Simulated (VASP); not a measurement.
RbCaH3, 5 atoms in the cell. Symmetry: P4/mmm, No. 123, tetragonal system. Conventional cell: a = 3.972 Å, b = 3.972 Å, c = 5.958 Å, α = 90.00°, β = 90.00°, γ = 90.00°. Within 3.7 Å of Rb (site symmetry 4/mmm) lie 12 H at 2.81 to 3.58 Å. Within 2.6 Å of Ca (site symmetry 4/mmm) lie 4 H at 1.99 Å. Within 2.6 Å of H (site symmetry mmm) lie 2 Ca at 1.99 Å. Within 3.7 Å of H (site symmetry 4/mmm) lie 4 Rb at 2.81 Å and 2 Ca at 2.98 Å and 8 H at 3.58 Å.  This cell differs from its parent crystal: ratio of the length along z to the lengths across it x 1.5, volume and fractional coordinates fixed.

```yaml
Program: VASP 6.6.1
Task: single point
Functional: r2SCAN
Potentials_or_basis: VASP PAW PBE potentials, release 64 (Rb_sv, Ca_sv, H)
Cutoff: 520 eV
k_mesh: 6 × 6 × 6
Occupations: gaussian, width 0.05 eV
Spin: no spin polarisation
Dipole_correction: no
Further_INCAR_settings: ALGO = Normal; EDIFF = 1e-07; NBANDS = 19
```

Potentials or basis: VASP PAW PBE potentials, release 64 (Rb_sv, Ca_sv, H).

Command:

```bash
$ cat potpaw_PBE.64/Rb_sv/POTCAR potpaw_PBE.64/Ca_sv/POTCAR potpaw_PBE.64/H/POTCAR > POTCAR
$ cp INCAR.step1 INCAR
$ mpirun -np 1 vasp_std > vasp.out
$ cp INCAR.step2 INCAR
$ mpirun -np 1 vasp_std > vasp.out
```

Hardware: 1 thread of Oxide Virtual Turin-like Processor, on a shared host.

Estimate the wall time of this run.

Wall time 6.2 min on 1 thread of Oxide Virtual Turin-like Processor (shared host), peak memory 0.23 GiB. Counts: k points 40.
